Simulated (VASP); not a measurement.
# P (Pmmn) in VASP: notebook

Runs on P. Level: PBE. Tasks: single point, relaxation of cell and atoms.

All numbers are computed with VASP 6.6.1; they aren't measurements. Logs are shortened: lines on timing, memory, paths and dates and some standing lists are left out, and cuts for length are marked.

**1. The cell of the first run**

Symmetry: Pmmn, No. 59, orthorhombic system. Conventional cell: a = 2.892 Å, b = 3.726 Å, c = 3.608 Å, α = 90.00°, β = 90.00°, γ = 90.00°. P (site symmetry mm2) has 14 P at 2.70 to 3.73 Å within 3.8 Å.

The cell was built from a structure type or drawn by symmetry, and may not be a known phase.

**2. Single point, PBE**

Input file INCAR:

```
SYSTEM = P
  PREC = Accurate
  ENCUT = 520
  EDIFF = 1E-6
  ISMEAR = 0
  SIGMA = 0.1
  LREAL = .FALSE.
  LASPH = .TRUE.
  NELM = 80
  ALGO = Normal
  ISIF = 2
  LWAVE = .FALSE.
  LCHARG = .TRUE.
  GGA = PE
  LELF = .TRUE.
  LVHAR = .TRUE.
  NBANDS = 12
```

Input file KPOINTS:

```
Automatic mesh
0
G
  6 6 6
  0 0 0
```

Input file POSCAR:

```
P
1.0
    2.8920592600      0.0000000000      0.0000000000
    0.0000000000      3.7261895400      0.0000000000
    0.0000000000      0.0000000000      3.6079869000
P
2
Direct
    0.5000000000      0.0000000000      0.8169812600
    0.0000000000      0.5000000000      0.1830187400
```

Potentials or basis: VASP PAW PBE potentials, release 64 (P).

Started as:

```console
$ cat potpaw_PBE.64/P/POTCAR > POTCAR
$ mpirun -np 1 vasp_std > vasp.out
```

OUTCAR:

```text
SYSTEM = P
   PREC = Accurate
   ENCUT = 520
   EDIFF = 1E-6
   ISMEAR = 0
   LREAL = .FALSE.
   LASPH = .TRUE.
   NELM = 80
   ISIF = 2
   GGA = PE

 ion  position               nearest neighbor table
   1  0.500  0.000  0.817-   2 2.70   2 2.70   2 2.70   2 2.70
   2  0.000  0.500  0.183-   1 2.70   1 2.70   1 2.70   1 2.70

  LATTYP: Found a simple orthorhombic cell.
 ALAT       =     2.8920592600
 B/A-ratio  =     1.2475494365
 C/A-ratio  =     1.2884208811

  Lattice vectors:

 A1 = (  -2.8920592600,   0.0000000000,   0.0000000000)
 A2 = (   0.0000000000,   0.0000000000,   3.6079869000)
 A3 = (   0.0000000000,   3.7261895400,   0.0000000000)

Analysis of symmetry for initial positions (statically):
=====================================================================
 Subroutine PRICEL returns:
 Original cell was already a primitive cell.

 Routine SETGRP: Setting up the symmetry group for a
 simple orthorhombic supercell.

 Subroutine GETGRP returns: Found  8 space group operations
 (whereof  4 operations were pure point group operations)
 out of a pool of  8 trial point group operations.

The static configuration has the point symmetry C_2v.
 The point group associated with its full space group is D_2h.

Analysis of symmetry for dynamics (positions and initial velocities):
=====================================================================
 Subroutine PRICEL returns:
 Original cell was already a primitive cell.

 Routine SETGRP: Setting up the symmetry group for a
 simple orthorhombic supercell.

 Subroutine GETGRP returns: Found  8 space group operations
 (whereof  4 operations were pure point group operations)
 out of a pool of  8 trial point group operations.

The dynamic configuration has the point symmetry C_2v.
 The point group associated with its full space group is D_2h.

 Subroutine INISYM returns: Found  8 space group operations
 (whereof  4 operations are pure point group operations),
 and found     1 'primitive' translations

----------------------------------------------------------------------------------------

                                     Primitive cell

  volume of cell :      38.8810

  direct lattice vectors                    reciprocal lattice vectors
     2.892059260  0.000000000  0.000000000     0.345774381  0.000000000  0.000000000
     0.000000000  3.726189540  0.000000000     0.000000000  0.268370674  0.000000000
     0.000000000  0.000000000  3.607986900     0.000000000  0.000000000  0.277162869

[... 94 lines left out ...]
   NELECT =      10.0000    total number of electrons
   NUPDOWN=      -1.0000    fix difference up-down
   EMIN   =  10.00;   EMAX   =-10.00  energy-range for DOS
   EFERMI =   0.00;   METHOD = LEGACY
   ISMEAR =     0;   SIGMA  =   0.10  broadening in eV -4-tet -1-fermi 0-gaus
   EFERMI_NEDOS =   21; number of points for ismear=-14 and -15
   IALGO  =     38    algorithm
   IMIX   =      4    mixing-type and parameters
     AMIX     =   0.40;   BMIX     =  1.00
     AMIX_MAG =   1.60;   BMIX_MAG =  1.00
  volume/ion in A,a.u.               =      19.44       131.19
  Fermi-wavevector in a.u.,A,eV,Ry     =   1.041108  1.967409 14.747436  1.083906
  Thomas-Fermi vector in A             =   2.175714
   LORBIT       =      0    0 simple, 1 ext, 2 COOP (PROOUT), +10 PAW based schemes
   GGA     = PE    functional components
   LHFCALC =     F    Hartree Fock is set to
   AEXX    =    0.0000 exact exchange contribution
   IVDW    =     0    specifies the selected vdW correction
   LEPSILON=     F    determine dielectric tensor
   LRPA    =     F    only Hartree local field effects (RPA)
 non-spin polarized calculation
 Gauss-broadening in eV      SIGMA  =   0.10
  energy-cutoff  :      520.00
  volume of cell :       38.88
 maximum number of plane-waves:      1062
 NGX is ok and might be reduce to    24
   NGX = 11   NGY = 13   NGZ = 13

 number of electron      10.0000000 magnetization

 number of electron       9.9999999 magnetization

 Free energy of the ion-electron system (eV)
  ---------------------------------------------------
  ext. energy  EPLUGINS =         0.00000000
  ---------------------------------------------------
  free energy    TOTEN  =        -9.02053054 eV

  energy without entropy =       -9.01628915  energy(sigma->0) =       -9.01840985

 E-fermi :   5.9963     XC(G=0): -10.1170

 val. band max:        5.9773626224   @ k =   0.0000   0.0000   0.5000
 cond. band min:       6.0923951842   @ k =   0.1667   0.0000   0.5000
 fundamental gap:      0.1150325618
 Fermi energy:         5.9962910687

 k-point     1 :       0.0000    0.0000    0.0000
  band No.  band energies     occupation
      1      -7.9623      2.00000
      2      -0.8351      2.00000
      3       2.1298      2.00000
      4       3.6522      2.00000
      5       6.9349      0.00000
      6       7.0925      0.00000
      7      10.3664      0.00000
      8      11.4814      0.00000
      9      12.0250      0.00000
     10      12.5125      0.00000
     11      15.4544      0.00000
     12      16.3227      0.00000
[... 331 lines left out ...]
 k-point    24 :       0.5000    0.1667    0.1667
  band No.  band energies     occupation
      1      -3.6172      2.00000
      2      -3.6172      2.00000
      3       2.5710      2.00000
      4       2.5710      2.00000
      5       5.4262      2.00000
      6       5.4262      2.00000
      7       8.2559      0.00000
      8       8.2559      0.00000
      9      13.3163      0.00000
     10      13.3163      0.00000
     11      14.8348      0.00000
     12      14.8348      0.00000

 [... further k-points ...]

------------------------ aborting loop because EDIFF is reached ----------------------------------------

  FORCE on cell =-STRESS in cart. coord.  units (eV):
  Direction    XX          YY          ZZ          XY          YZ          ZX
  --------------------------------------------------------------------------------------
  -------------------------------------------------------------------------------------
  Total       -2.7812363     -5.2112255     -1.5259142      0.0000000      0.0000000      0.0000000
  in kB     -114.6070628   -214.7402071    -62.8787068      0.0000000      0.0000000      0.0000000
  external PRESSURE =    -130.7419923 kB  Pullay stress =       0.0000000 kB

 VOLUME and BASIS-vectors are now :
 -----------------------------------------------------------------------------
  energy-cutoff  :      520.00
  volume of cell :       38.88
      direct lattice vectors                 reciprocal lattice vectors
     2.892059260  0.000000000  0.000000000     0.345774381  0.000000000  0.000000000
     0.000000000  3.726189540  0.000000000     0.000000000  0.268370674  0.000000000
     0.000000000  0.000000000  3.607986900     0.000000000  0.000000000  0.277162869

 POSITION                                       TOTAL-FORCE (eV/Angst)
 -----------------------------------------------------------------------------------
      1.44603      0.00000      2.94766         0.000000      0.000000      1.020956
      0.00000      1.86309      0.66033         0.000000      0.000000     -1.020956
 -----------------------------------------------------------------------------------
    total drift:                               -0.000000     -0.000000      0.000000

  FREE ENERGIE OF THE ION-ELECTRON SYSTEM (eV)
  ---------------------------------------------------
  free  energy   TOTEN  =        -9.0205305449 eV

  energy  without entropy=       -9.0162891524  energy(sigma->0) =       -9.01840985
```

stdout:

```text
POSCAR found type information on POSCAR P
 POSCAR found :  1 types and       2 ions
 scaLAPACK will be used
 LDA part: xc-table for (Slater+PW92), standard interpolation
 POSCAR, INCAR and KPOINTS ok, starting setup
 FFT: planning ... GRIDC
 FFT: planning ... GRID_SOFT
 FFT: planning ... GRID
 WAVECAR not read
 entering main loop
```

Run time: 7.3 s. Hardware: 1 thread of Intel Xeon 6975P-C (Granite Rapids), shared host; peak memory 0.15 GiB.

What came out:

| Quantity | Value |
| --- | --- |
| Free energy | -9.0205 eV |
| Pressure | -13.1 GPa |
| Largest force | 1.021 eV/Å |
| Band gap on the k mesh | zero (bands 5 and 6 overlap by 5.95 eV) |

Forces in eV/Å, atoms in the order of the input:
```
P    0.000  0.000  1.021
P    0.000  0.000 -1.021
```

Stress tensor (GPa, compression positive):
```
-11.46   0.00   0.00
  0.00 -21.47   0.00
  0.00   0.00  -6.29
```

Caveat: the k points lie up to 0.36 Å⁻¹ apart, too coarse for converged energies and pressures of a metal; forces of over 1 eV/Å act on the atoms, so gaps and moduli don't describe the material at rest.

**3. Relaxation of cell and atoms, PBE**

Input file INCAR:

```
  ALGO = Normal
  EDIFF = 1E-7
  EDIFFG = -0.04
  ENCUT = 600
  GGA = PE
  IBRION = 2
  ISIF = 3
  ISMEAR = 0
  LASPH = T
  LCHARG = F
  LREAL = F
  LWAVE = F
  NELM = 80
  NSW = 90
  PREC = Accurate
  SIGMA = 0.1
```

Input file KPOINTS:

```
k-points
0
Gamma
  6 6 6
```

POSCAR is that of step 2.

Potentials or basis: VASP PAW PBE potentials, release 64 (P).

Started as:

```console
$ cat potpaw_PBE.64/P/POTCAR > POTCAR
$ mpirun -np 1 vasp_std > vasp.out
```

OUTCAR:

```text
EDIFF = 1E-7
   EDIFFG = -0.04
   ENCUT = 600
   GGA = PE
   IBRION = 2
   ISIF = 3
   ISMEAR = 0
   LASPH = T
   LREAL = F
   NELM = 80
   NSW = 90
   PREC = Accurate

 ion  position               nearest neighbor table
   1  0.500  0.000  0.817-   2 2.70   2 2.70   2 2.70   2 2.70
   2  0.000  0.500  0.183-   1 2.70   1 2.70   1 2.70   1 2.70

  LATTYP: Found a simple orthorhombic cell.
 ALAT       =     2.8920592600
 B/A-ratio  =     1.2475494365
 C/A-ratio  =     1.2884208811

  Lattice vectors:

 A1 = (  -2.8920592600,   0.0000000000,   0.0000000000)
 A2 = (   0.0000000000,   0.0000000000,   3.6079869000)
 A3 = (   0.0000000000,   3.7261895400,   0.0000000000)

Analysis of symmetry for initial positions (statically):
=====================================================================
[... 863 lines left out ...]
  band No.  band energies     occupation
      1      -6.9072      2.00000
      2      -6.9072      2.00000
      3       1.3995      2.00000
      4       1.3995      2.00000
      5       3.5227      2.00000
      6       3.5227      2.00000
      7       8.4895      0.00000
      8       8.4895      0.00000
      9      12.1058      0.00000

 [... further k-points ...]

[... ionic steps 4 to 38 ...]

--------------------------------------- Ionic step       39  -------------------------------------------

 number of electron      10.0000001 magnetization

------------------------ aborting loop because EDIFF is reached ----------------------------------------
[... 67 lines left out ...]
--------------------------------------- Ionic step       41  -------------------------------------------

 number of electron      10.0000000 magnetization

 Free energy of the ion-electron system (eV)
  ---------------------------------------------------
  ext. energy  EPLUGINS =         0.00000000
  ---------------------------------------------------
  free energy    TOTEN  =        -9.91215196 eV

  energy without entropy =       -9.90913758  energy(sigma->0) =       -9.91064477

 E-fermi :   5.7157     XC(G=0):  -9.8778

 val. band max:        5.6337659329   @ k =   0.5000   0.3333   0.0000
 cond. band min:       5.8101907277   @ k =   0.1667   0.1667   0.1667
 fundamental gap:      0.1764247948
 Fermi energy:         5.7156626136
[... 317 lines left out ...]
  FREE ENERGIE OF THE ION-ELECTRON SYSTEM (eV)
  ---------------------------------------------------
  free  energy   TOTEN  =        -9.9121519580 eV

  energy  without entropy=       -9.9091375755  energy(sigma->0) =       -9.91064477

 reached required accuracy - stopping structural energy minimisation
```

CONTCAR:

```text
P
   1.00000000000000
     3.0590534024460037    0.0000000000000000    0.0000000000000000
     0.0000000000000000    3.0606314311731544    0.0000000000000000
     0.0000000000000000    0.0000000000000000    4.0265271193251486
  P
     2
Direct
     0.5000000000000000    0.0000000000000000    0.8880033386744957
     0.0000000000000000    0.5000000000000000    0.1119966613255041

  0.00000000E+00  0.00000000E+00  0.00000000E+00
  0.00000000E+00  0.00000000E+00  0.00000000E+00
```

Wall time 4.7 min (1 thread of Intel Xeon 6975P-C (Granite Rapids), shared host); peak memory 0.17 GiB.

What came out:

```yaml
Free_energy: -9.9122 eV
Relaxed_volume: 18.85 Å³/atom
Relaxed_cell: a = 3.059 Å, b = 3.061 Å, c = 4.027 Å, α = 90.00°, β = 90.00°, γ = 90.00°
Space_group_after_relaxing_to_0.1_Å: P4/nmm (No. 129)
Energy_gained_by_relaxing: 445.8 meV/atom
Ionic_steps: 41
Pressure_after_relaxing: 0.1 GPa
Largest_force_after_relaxing: 0.003 eV/Å
Band_gap_on_the_k_mesh: zero (bands 5 and 6 overlap by 3.20 eV)
```

Forces on the atoms (eV/Å):
```
P    0.000  0.000 -0.003
P    0.000  0.000  0.003
```

Stress tensor (GPa, compression positive):
```
 0.19  0.00  0.00
 0.00  0.01  0.00
 0.00  0.00 -0.04
```

Step by step:
```csv
step,energy change (eV),largest force (eV/Å),pressure (GPa),volume (Å³)
1,0.0000,1.0215,-13.04,38.88
3,-0.5642,0.0385,2.79,30.96
5,-0.6299,0.3721,2.61,31.70
7,-0.6747,0.3210,-0.07,32.91
9,-0.6967,0.0672,0.85,33.81
11,-0.7062,0.0815,0.48,34.96
13,-0.7079,0.0432,0.03,35.92
15,-0.7586,0.9837,-1.04,39.81
17,-0.7959,0.5511,-1.38,44.02
19,-0.8030,0.3689,-1.36,44.97
21,-0.8058,0.3207,-1.22,44.88
23,-0.8235,0.1206,-0.01,43.30
25,-0.8388,0.1120,1.78,41.02
27,-0.8607,0.1634,0.31,39.24
29,-0.8763,0.0304,-0.15,39.57
31,-0.8841,0.0515,-1.31,39.28
33,-0.8888,0.0947,-0.37,38.74
35,-0.8899,0.0676,0.14,38.41
37,-0.8906,0.0470,-0.41,38.34
39,-0.8909,0.0252,-0.25,38.21
41,-0.8916,0.0031,0.05,37.70
```

Final structure:
```
P
1.0
     3.05905    0.00000    0.00000
     0.00000    3.06063    0.00000
     0.00000    0.00000    4.02653
P
2
Direct
  0.50000 0.00000 0.88800
  0.00000 0.50000 0.11200
```

Caveat: the k points lie up to 0.34 Å⁻¹ apart in the final cell, too coarse for converged energies and pressures of a metal; a cell axis changed by over 15 % at a fixed basis, so the end point is rough; this functional lacks dispersion, which binds the layers, so the pressure and a relaxed spacing across them are unreliable.
